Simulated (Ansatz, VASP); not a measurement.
Two plane-wave programs on Li2Se

```
Li Se
1.0
     0.00000    2.99350    2.99350
     2.99350    0.00000    2.99350
     2.99350    2.99350    0.00000
Li Se
2 1
Direct
  0.75000 0.75000 0.75000
  0.25000 0.25000 0.25000
  0.00000 0.00000 0.00000
```

Alike in both runs: task single point; functional PBE; k mesh 8 × 8 × 8; non-collinear spin, spin-orbit coupling.

|  | VASP | Ansatz |
| --- | --- | --- |
| version | VASP 6.6.1 | Ansatz 0.2.0 |
| potentials or method | VASP PAW PBE potentials, release 64 (Li_sv, Se) | plane waves, PAW |
| plane-wave cutoff (eV) | 750 | 420 |
| occupations | gaussian, width 0.01 eV | fixed |
| valence electrons in the cell | 12 | 22 |

```tsv
	VASP	Ansatz	Ansatz less VASP
pressure (GPa)	0.3	0.3	+0.05
net moment per atom (μB)	0.00	0.00	0.000
```

VASP's potentials hold 12 valence electrons a cell and Ansatz's 22, so a difference there can come from the potentials and not from the codes.
